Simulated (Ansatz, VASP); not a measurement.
**One calculation of InP, two programs**

```
CELL_PARAMETERS angstrom
0.00000 5.95979 -5.95979
5.95979 5.95979 0.00000
5.95979 0.00000 -5.95979
ATOMIC_POSITIONS crystal
In 0.50000 0.50000 0.00000
In 0.50000 0.00000 0.00000
In 0.00000 0.50000 0.00000
In 0.00000 0.00000 0.00000
In 0.50000 0.50000 0.50000
In 0.50000 0.00000 0.50000
In 0.00000 0.50000 0.50000
In 0.00000 0.00000 0.50000
P 0.37500 0.37500 0.37500
P 0.37500 0.87500 0.37500
P 0.87500 0.37500 0.37500
P 0.87500 0.87500 0.37500
P 0.37500 0.37500 0.87500
P 0.37500 0.87500 0.87500
P 0.87500 0.37500 0.87500
P 0.87500 0.87500 0.87500
```

Alike in both runs: task single point; functional PBE; k mesh 1 × 1 × 1; occupations gaussian, width 0.02 eV; no spin polarisation.

|  | VASP | Ansatz |
| --- | --- | --- |
| version | VASP 6.6.1 | Ansatz 0.2.0 |
| potentials or method | VASP PAW PBE potentials, release 64 (In_d, P), cutoff 520 eV | scalar-relativistic, plane waves, PAW |
| valence electrons in the cell | 144 | 144 |

|  | VASP | Ansatz | Ansatz less VASP |
| --- | --- | --- | --- |
| gap on the k mesh at the Fermi level (eV) | 0.32 | 0.33 | +0.004 |
| least direct gap on the mesh (eV) | 0.32 | 0.33 | +0.004 |
| pressure (GPa) | 3.5 | 3.5 | +0.01 |

With one functional, cell and mesh, what is left measures potentials, basis and numerics.

The k mesh is coarse, so the values compare programs but aren't converged.
